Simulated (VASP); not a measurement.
Write the native input for VASP 6.6.1 that does the following.

```yaml
Task: relaxation of cell and atoms
Functional: PBEsol
Potentials_or_basis: VASP PAW PBE potentials, release 64 (Sc_sv)
Cutoff: 600 eV
k_mesh: 16 × 16 × 16
Occupations: gaussian, width 0.1 eV
Spin: no spin polarisation
Dipole_correction: no
Further_INCAR_settings: ALGO = Normal; EDIFF = 1e-07; IBRION = 2; EDIFFG = -0.01; NSW = 80; ISIF = 3
```

The structure of Sc lies in POSCAR:

```
Sc
1.0
    0.0000000000      2.3014934419      2.3014934419
    2.3014934419      0.0000000000      2.3014934419
    2.3014934419      2.3014934419      0.0000000000
Sc
1
Direct
    0.0000000000      0.0000000000      0.0000000000
```

This isn't the form of Sc at room conditions, which is hcp.

The input as run:

INCAR

```
PREC = Accurate
ENCUT = 600
EDIFF = 1E-7
ISMEAR = 0
SIGMA = 0.1
LREAL = False
LASPH = True
NELM = 80
ALGO = Normal
ISIF = 3
LWAVE = False
LCHARG = False
GGA = PS
IBRION = 2
NSW = 80
EDIFFG = -0.01
```

KPOINTS

```
Automatic mesh
0
Gamma
  16 16 16
```

Potentials or basis: VASP PAW PBE potentials, release 64 (Sc_sv).

Command:

```bash
$ cat potpaw_PBE.64/Sc_sv/POTCAR > POTCAR
$ mpirun -np 1 vasp_std > vasp.out
```

Results of the run:

```yaml
Relaxed_volume: 23.61 Å³/atom
Relaxed_cell: a = 3.220 Å, b = 3.220 Å, c = 3.220 Å, α = 60.00°, β = 60.00°, γ = 60.00°
Space_group_after_relaxing_to_0.1_Å: Fm-3m (No. 225)
Energy_gained_by_relaxing: 4.1 meV/atom
Ionic_steps: 3
Pressure_after_relaxing: 0.0 GPa
Band_gap_on_the_k_mesh: zero (an odd number of electrons rules out a gap without spin polarisation)
```

Caveat: the PAW data sets were made with another functional, which shifts forces and pressure a little.

Wall time 2.2 min on 1 thread of Intel Xeon 8259CL (shared host), peak memory 0.2 GiB.
